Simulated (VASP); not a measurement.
# As (Pm-3m) in VASP: notebook

As is run at these levels: r2SCAN; tasks: single point, relaxation of cell and atoms.

Program: VASP 6.6.1. These are calculated values, not measurements. Logs are shortened: lines on timing, memory, paths and dates and some standing lists are left out, and cuts for length are marked.

## (1) The cell of the first run

The structure is cubic, space group Pm-3m (No. 221). The conventional cell has a = 2.705 Å, b = 2.705 Å, c = 2.705 Å, α = 90.00°, β = 90.00°, γ = 90.00°. Within 3.6 Å of As (site symmetry m-3m) lie 6 As at 2.71 Å.

## (2) Single point, r2SCAN

File POSCAR:

```
As
1.0
    2.7054985586      0.0000000000      0.0000000000
    0.0000000000      2.7054985586      0.0000000000
    0.0000000000      0.0000000000      2.7054985586
As
1
Direct
    0.0000000000      0.0000000000      0.0000000000
```

File INCAR.step1:

```
  ALGO = Normal
  EDIFF = 1E-4
  ENCUT = 520
  GGA = PE
  ISMEAR = 0
  LASPH = T
  LCHARG = F
  LREAL = F
  LWAVE = T
  NBANDS = 8
  NELM = 60
  PREC = Accurate
  SIGMA = 0.1
```

File INCAR.step2:

```
  ALGO = Normal
  EDIFF = 1E-7
  ENCUT = 520
  ISIF = 2
  ISMEAR = 0
  ISTART = 1
  LASPH = T
  LCHARG = F
  LMIXTAU = T
  LREAL = F
  LWAVE = F
  METAGGA = R2SCAN
  NBANDS = 8
  NELM = 60
  PREC = Accurate
  SIGMA = 0.1
```

File KPOINTS:

```
k-points
0
Gamma
  16 16 16
```

Potentials or basis: VASP PAW PBE potentials, release 64 (As).

The run is started by

```console
$ cat potpaw_PBE.64/As/POTCAR > POTCAR
$ cp INCAR.step1 INCAR
$ mpirun -np 1 vasp_std > vasp.out
$ cp INCAR.step2 INCAR
$ mpirun -np 1 vasp_std > vasp.out
```

OUTCAR:

```text
EDIFF = 1E-7
   ENCUT = 520
   ISIF = 2
   ISMEAR = 0
   ISTART = 1
   LASPH = T
   LREAL = F
   METAGGA = R2SCAN
   NELM = 60
   PREC = Accurate

 ion  position               nearest neighbor table
   1  0.000  0.000  0.000-

  LATTYP: Found a simple cubic cell.
 ALAT       =     2.7054985586

  Lattice vectors:

 A1 = (   2.7054985586,   0.0000000000,   0.0000000000)
 A2 = (   0.0000000000,   2.7054985586,   0.0000000000)
 A3 = (   0.0000000000,   0.0000000000,   2.7054985586)

Analysis of symmetry for initial positions (statically):
=====================================================================
 Subroutine PRICEL returns:
 Original cell was already a primitive cell.

 Routine SETGRP: Setting up the symmetry group for a
 simple cubic supercell.

 Subroutine GETGRP returns: Found 48 space group operations
 (whereof 48 operations were pure point group operations)
 out of a pool of 48 trial point group operations.

The static configuration has the point symmetry O_h .

Analysis of symmetry for dynamics (positions and initial velocities):
=====================================================================
 Subroutine PRICEL returns:
 Original cell was already a primitive cell.

 Routine SETGRP: Setting up the symmetry group for a
 simple cubic supercell.

 Subroutine GETGRP returns: Found 48 space group operations
 (whereof 48 operations were pure point group operations)
 out of a pool of 48 trial point group operations.

The dynamic configuration has the point symmetry O_h .

 Subroutine INISYM returns: Found 48 space group operations
 (whereof 48 operations are pure point group operations),
 and found     1 'primitive' translations

----------------------------------------------------------------------------------------

                                     Primitive cell

  volume of cell :      19.8035

  direct lattice vectors                    reciprocal lattice vectors
     2.705498559  0.000000000  0.000000000     0.369617643  0.000000000  0.000000000
     0.000000000  2.705498559  0.000000000     0.000000000  0.369617643  0.000000000
     0.000000000  0.000000000  2.705498559     0.000000000  0.000000000  0.369617643

  length of vectors
     2.705498559  2.705498559  2.705498559     0.369617643  0.369617643  0.369617643

  position of ions in fractional coordinates (direct lattice)
     0.000000000  0.000000000  0.000000000

  ion indices of the primitive-cell ions
   primitive index   ion index
                 1           1

----------------------------------------------------------------------------------------

 KPOINTS: k-points

Automatic generation of k-mesh.
 Grid dimensions read from file:
 generate k-points for:   16   16   16

 Generating k-lattice:

  Cartesian coordinates                     Fractional coordinates (reciprocal lattice)
     0.023101103  0.000000000  0.000000000     0.062500000  0.000000000  0.000000000
     0.000000000  0.023101103  0.000000000     0.000000000  0.062500000  0.000000000
     0.000000000  0.000000000  0.023101103     0.000000000  0.000000000  0.062500000

  Length of vectors
     0.023101103  0.023101103  0.023101103

  Shift w.r.t. Gamma in fractional coordinates (k-lattice)
     0.000000000  0.000000000  0.000000000

 Subroutine IBZKPT returns following result:
 ===========================================

 Found    165 irreducible k-points:

 Following reciprocal coordinates:
            Coordinates               Weight
  0.000000  0.000000  0.000000      1.000000
  0.062500  0.000000  0.000000      6.000000
  0.125000  0.000000  0.000000      6.000000
  0.187500  0.000000  0.000000      6.000000
  0.250000  0.000000  0.000000      6.000000
  0.312500  0.000000  0.000000      6.000000
[... 16 lines left out ...]
  0.437500  0.125000  0.000000     24.000000
  0.500000  0.125000  0.000000     12.000000
 [... further k-points ...]
   k-points           NKPTS =    165   k-points in BZ     NKDIM =    165   number of bands    NBANDS=      8
   number of dos      NEDOS =    301   number of ions     NIONS =      1
   total plane-waves  NPLWV =   8000
   dimension x,y,z NGX =    20 NGY =   20 NGZ =   20
   dimension x,y,z NGXF=    40 NGYF=   40 NGZF=   40
   ions per type =               1
   NGX,Y,Z   is equivalent  to a cutoff of  12.29, 12.29, 12.29 a.u.
   NGXF,Y,Z  is equivalent  to a cutoff of  24.58, 24.58, 24.58 a.u.
 SYSTEM =  unknown system
   PREC   = accura    normal or accurate (medium, high low for compatibility)
   ISTART =      1    job   : 0-new  1-cont  2-samecut
   ICHARG =      0    charge: 1-file 2-atom 10-const
   ISPIN  =      1    spin polarized calculation?
   LNONCOLLINEAR =      F non collinear calculations
   LSORBIT =      F    spin-orbit coupling
   LASPH  =      T    aspherical Exc in radial PAW
   ENCUT  =  520.0 eV  38.22 Ry    6.18 a.u.   5.03  5.03  5.03*2*pi/ulx,y,z
   NELM   =     60;   NELMIN=  2; NELMDL=  0     # of ELM steps
   EDIFF  = 0.1E-06   stopping-criterion for ELM
   LREAL  =      F    real-space projection
   EDIFFG = 0.1E-05   stopping-criterion for IOM
   NSW    =      0    number of steps for IOM
   IBRION =     -1    ionic relax: 0-MD 1-quasi-New 2-CG
   NFREE  =      0    steps in history (QN), initial steepest desc. (CG)
   ISIF   =      2    stress and relaxation
   ISYM   =      2    0-nonsym 1-usesym 2-fastsym
   POTIM  = 0.5000    time-step for ionic-motion
   TEBEG  =    0.0;   TEEND  =   0.0 temperature during run
   PSTRESS=    0.0 pullay stress
   NELECT =       5.0000    total number of electrons
   NUPDOWN=      -1.0000    fix difference up-down
   EMIN   =  10.00;   EMAX   =-10.00  energy-range for DOS
   EFERMI =   0.00;   METHOD = LEGACY
   ISMEAR =     0;   SIGMA  =   0.10  broadening in eV -4-tet -1-fermi 0-gaus
   EFERMI_NEDOS =   21; number of points for ismear=-14 and -15
   IALGO  =     38    algorithm
   IMIX   =      4    mixing-type and parameters
     AMIX     =   0.40;   BMIX     =  1.00
     AMIX_MAG =   1.60;   BMIX_MAG =  1.00
  volume/ion in A,a.u.               =      19.80       133.64
  Fermi-wavevector in a.u.,A,eV,Ry     =   1.034707  1.955313 14.566659  1.070619
  Thomas-Fermi vector in A             =   2.169016
   LORBIT       =      0    0 simple, 1 ext, 2 COOP (PROOUT), +10 PAW based schemes
   METAGGA = R2SCAN    functional components
   LHFCALC =     F    Hartree Fock is set to
   AEXX    =    0.0000 exact exchange contribution
   IVDW    =     0    specifies the selected vdW correction
   LEPSILON=     F    determine dielectric tensor
   LRPA    =     F    only Hartree local field effects (RPA)
 non-spin polarized calculation
 Gauss-broadening in eV      SIGMA  =   0.10
  energy-cutoff  :      520.00
  volume of cell :       19.80
 maximum number of plane-waves:       554
   NGX = 11   NGY = 11   NGZ = 11

 number of electron       5.0000001 magnetization

 Free energy of the ion-electron system (eV)
  ---------------------------------------------------
  ext. energy  EPLUGINS =         0.00000000
  ---------------------------------------------------
  free energy    TOTEN  =       -14.55301980 eV

  energy without entropy =      -14.55191402  energy(sigma->0) =      -14.55246691

 E-fermi :   5.7806     XC(G=0): -10.9142

 val. band max:        5.7389398104   @ k =   0.1875   0.1875   0.1250
 cond. band min:       5.7861028702   @ k =   0.3125   0.3125   0.3125
 fundamental gap:      0.0471630598
 Fermi energy:         5.7806054537

 k-point     1 :       0.0000    0.0000    0.0000
  band No.  band energies     occupation
      1      -9.9023      2.00000
      2      10.1078      0.00000
      3      10.1078      0.00000
      4      10.1078      0.00000
      5      14.6688      0.00000
      6      14.6688      0.00000
      7      17.3642      0.00000
      8      31.7383      0.00000

 k-point     2 :       0.0625    0.0000    0.0000
  band No.  band energies     occupation
      1      -9.8268      2.00000
      2       9.0973      0.00000
      3      10.1747      0.00000
      4      10.1747      0.00000
      5      14.7352      0.00000
      6      15.4730      0.00000
      7      17.7697      0.00000
      8      30.5260      0.00000

 k-point     3 :       0.1250    0.0000    0.0000
  band No.  band energies     occupation
      1      -9.6018      2.00000
      2       7.1882      0.00000
      3      10.3718      0.00000
      4      10.3718      0.00000
      5      14.9322      0.00000
      6      16.4223      0.00000
      7      19.3134      0.00000
      8      28.6027      0.00000

 k-point     4 :       0.1875    0.0000    0.0000
  band No.  band energies     occupation
      1      -9.2324      2.00000
      2       5.1762      2.00000
      3      10.6877      0.00000
      4      10.6877      0.00000
      5      15.2533      0.00000
      6      17.0215      0.00000
      7      21.6269      0.00000
      8      26.7173      0.00000

 k-point     5 :       0.2500    0.0000    0.0000
  band No.  band energies     occupation
      1      -8.7297      2.00000
      2       3.2590      2.00000
      3      11.1001      0.00000
      4      11.1001      0.00000
      5      15.6839      0.00000
      6      17.6183      0.00000
      7      23.8488      0.00000
      8      24.9913      0.00000
[... 177 lines left out ...]
 k-point    22 :       0.3750    0.1250    0.0000
  band No.  band energies     occupation
      1      -7.1514      2.00000
      2       0.3163      2.00000
      3       9.3116      0.00000
      4      12.2903      0.00000
      5      17.5862      0.00000
      6      18.3736      0.00000
      7      21.9192      0.00000
      8      22.5488      0.00000

 k-point    23 :       0.4375    0.1250    0.0000
  band No.  band energies     occupation
      1      -6.5633      2.00000
      2      -0.7650      2.00000
      3       9.7307      0.00000
      4      12.6432      0.00000
      5      17.0480      0.00000
      6      18.6980      0.00000
      7      21.7518      0.00000
      8      22.3035      0.00000

 k-point    24 :       0.5000    0.1250    0.0000
  band No.  band energies     occupation
      1      -6.3068      2.00000
      2      -1.1866      2.00000
      3       9.8973      0.00000
      4      12.7786      0.00000
      5      16.7782      0.00000
      6      18.9237      0.00000
      7      21.4681      0.00000
      8      22.4224      0.00000

 [... further k-points ...]

------------------------ aborting loop because EDIFF is reached ----------------------------------------

  FORCE on cell =-STRESS in cart. coord.  units (eV):
  Direction    XX          YY          ZZ          XY          YZ          ZX
  --------------------------------------------------------------------------------------
  -------------------------------------------------------------------------------------
  Total       -0.0123769     -0.0123769     -0.0123769     -0.0000000      0.0000000     -0.0000000
  in kB       -1.0013413     -1.0013413     -1.0013413     -0.0000000      0.0000000     -0.0000000
  external PRESSURE =      -1.0013413 kB  Pullay stress =       0.0000000 kB

 VOLUME and BASIS-vectors are now :
 -----------------------------------------------------------------------------
  energy-cutoff  :      520.00
  volume of cell :       19.80
      direct lattice vectors                 reciprocal lattice vectors
     2.705498559  0.000000000  0.000000000     0.369617643  0.000000000  0.000000000
     0.000000000  2.705498559  0.000000000     0.000000000  0.369617643  0.000000000
     0.000000000  0.000000000  2.705498559     0.000000000  0.000000000  0.369617643

 POSITION                                       TOTAL-FORCE (eV/Angst)
 -----------------------------------------------------------------------------------
      0.00000      0.00000      0.00000         0.000000      0.000000      0.000000
 -----------------------------------------------------------------------------------
    total drift:                               -0.000000      0.000000      0.000000

  FREE ENERGIE OF THE ION-ELECTRON SYSTEM (eV)
  ---------------------------------------------------
  free  energy   TOTEN  =       -14.5530197978 eV

  energy  without entropy=      -14.5519140238  energy(sigma->0) =      -14.55246691
```

It took 53 s on 1 thread of Intel Xeon Platinum 8259CL at 2.50GHz (Skylake/Cascade Lake), shared host; peak memory 0.14 GiB.

Results:

* Free energy: -14.5530 eV
* Pressure: -0.1 GPa

Caveat: the PAW data sets were made with another functional, which shifts forces and pressure a little.

## (3) Relaxation of cell and atoms, r2SCAN

POSCAR is that of step 2.

File INCAR.step1:

```
SYSTEM = As
  PREC = Accurate
  ENCUT = 600
  ISMEAR = 0
  SIGMA = 0.1
  LREAL = .FALSE.
  LASPH = .TRUE.
  NELM = 60
  GGA = PE
  ALGO = Normal
  EDIFF = 1E-4
  LWAVE = .TRUE.
  LCHARG = .FALSE.
```

File INCAR.step2:

```
SYSTEM = As
  PREC = Accurate
  ENCUT = 600
  EDIFF = 1E-6
  ISMEAR = 0
  SIGMA = 0.1
  LREAL = .FALSE.
  LASPH = .TRUE.
  NELM = 60
  ALGO = Normal
  ISIF = 3
  LWAVE = .FALSE.
  LCHARG = .FALSE.
  METAGGA = R2SCAN
  LMIXTAU = .TRUE.
  IBRION = 2
  NSW = 80
  EDIFFG = -0.01
  ISTART = 1
```

File KPOINTS:

```
Automatic mesh
0
G
  16 16 16
  0 0 0
```

Potentials or basis: VASP PAW PBE potentials, release 64 (As).

The run is started by

```console
$ cat potpaw_PBE.64/As/POTCAR > POTCAR
$ cp INCAR.step1 INCAR
$ mpirun -np 1 vasp_std > vasp.out
$ cp INCAR.step2 INCAR
$ mpirun -np 1 vasp_std > vasp.out
```

Run time: 61 s. Hardware: 1 thread of Intel Xeon Platinum 8259CL at 2.50GHz (Skylake/Cascade Lake), shared host; peak memory 0.17 GiB.

Results (log left out):

```
Free energy                            : -14.5533 eV
Relaxed volume                         : 19.77 Å³/atom
Relaxed cell                           : a = 2.704 Å, b = 2.704 Å, c = 2.704 Å, α = 90.00°, β = 90.00°, γ = 90.00°
Space group after relaxing (to 0.05 Å) : Pm-3m (No. 221)
Energy gained by relaxing              : 0.0 meV/atom
Ionic steps                            : 2
Pressure after relaxing                : 0.1 GPa
```

Final structure:
```cif
data_structure
_symmetry_space_group_name_H-M 'P 1'
_symmetry_Int_Tables_number 1
_cell_length_a 2.7039
_cell_length_b 2.7039
_cell_length_c 2.7039
_cell_angle_alpha 90.000
_cell_angle_beta 90.000
_cell_angle_gamma 90.000
_cell_volume 19.77
loop_
_atom_site_label
_atom_site_type_symbol
_atom_site_fract_x
_atom_site_fract_y
_atom_site_fract_z
_atom_site_occupancy
As1 As 0.00000 0.00000 0.00000 1
```

Levels at points of the mesh, in eV from the Fermi level:
| k point | band 1 | band 2 | band 3 | band 4 | band 5 | band 6 |
| --- | --- | --- | --- | --- | --- | --- |
| (0.00, 0.00, 0.00) | -15.70 | 4.33 | 4.33 | 4.33 | 8.89 | 8.89 |
| (0.50, 0.00, 0.00) | -12.40 | -7.26 | 6.75 | 6.75 | 11.58 | 15.09 |
| (0.50, 0.50, 0.00) | -8.90 | -4.55 | -4.55 | 2.89 | 9.07 | 17.26 |
| (0.50, 0.50, 0.50) | -4.95 | -2.05 | -2.05 | -2.05 | 6.36 | 6.36 |

Caveat: the PAW data sets were made with another functional, which shifts forces and pressure a little.
